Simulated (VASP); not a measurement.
Here is a VASP 6.6.1 calculation.

INCAR

```
SYSTEM = InSe
  ALGO = Normal
  EDIFF = 1E-8
  ENCUT = 520
  GGA = PS
  ISIF = 2
  ISMEAR = -1
  LASPH = .True.
  LCHARG = .False.
  LEFG = .True.
  LREAL = .False.
  LWAVE = .False.
  NBANDS = 27
  NELM = 80
  PREC = Accurate
  SIGMA = 0.02
```

Contents of KPOINTS:

```
k-points
0
Gamma
  7 7 6
  0 0 0
```

Contents of POSCAR:

```
InSe
1.0
    5.8679026766     -2.0550000000      0.0000000000
    5.8679026766      2.0550000000      0.0000000000
   -1.5994156962      0.0000000000      4.4533660986
In Se
2 2
Direct
    0.8840000000      0.8840000000      0.0050000000
    0.1160000000      0.1160000000      0.9950000000
    0.6600000000      0.6600000000      0.6420000000
    0.3400000000      0.3400000000      0.3580000000
```

Potentials or basis: VASP PAW PBE potentials, release 64 (In_d, Se).

Run with:

```bash
$ cat potpaw_PBE.64/In_d/POTCAR potpaw_PBE.64/Se/POTCAR > POTCAR
$ mpirun -np 1 vasp_std > vasp.out
```

(1) Estimate the pressure.

(2) What does it give for the band gap on the k mesh?

Results:

(1) -1.5 GPa.

(2) 0.91 eV (least direct gap 1.29 eV).

Caveat: the cell differs from its parent crystal (zz strain of +3 %); without QUAD_EFG the Cq values of the log hold for a quadrupole moment of 1 mb, not for the nuclei; the PAW data sets were made with another functional, which shifts forces and pressure a little; spin-orbit coupling is left out, which moves the levels of the heavy elements.
